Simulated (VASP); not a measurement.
AlNi, 2 atoms in the cell. Symmetry: P4/mmm, No. 123, tetragonal system. Conventional cell: a = 2.833 Å, b = 2.833 Å, c = 2.843 Å, α = 90.00°, β = 90.00°, γ = 90.00°. Al (site symmetry 4/mmm) has 8 Ni at 2.46 Å and 6 Al at 2.83 to 2.84 Å within 3.2 Å. Within 3.2 Å of Ni (site symmetry 4/mmm) lie 8 Al at 2.46 Å and 6 Ni at 2.83 to 2.84 Å. 

```yaml
Program: VASP 6.6.1
Task: relaxation of cell and atoms
Functional: PBEsol
Potentials_or_basis: VASP PAW PBE potentials, release 64 (Al, Ni)
Cutoff: 600 eV
k_mesh: 16 × 16 × 14
Occupations: gaussian, width 0.1 eV
Spin: no spin polarisation
Target_pressure: 5 GPa
Dipole_correction: no
Further_INCAR_settings: ALGO = Normal; EDIFF = 1e-07; IBRION = 2; EDIFFG = -0.008; NSW = 70; ISIF = 3
```

Potentials or basis: VASP PAW PBE potentials, release 64 (Al, Ni).

Command:

```sh
$ cat potpaw_PBE.64/Al/POTCAR potpaw_PBE.64/Ni/POTCAR > POTCAR
$ mpirun -np 1 vasp_std > vasp.out
```

Hardware: 1 thread of Intel Xeon 8259CL, on a shared host.

How long does it take, and how much memory?

Run time: 110 s on 1 thread of Intel Xeon 8259CL, with other jobs on the host, peak memory 0.25 GiB. Counts: scf iterations 26, k points 360, ion steps 3.
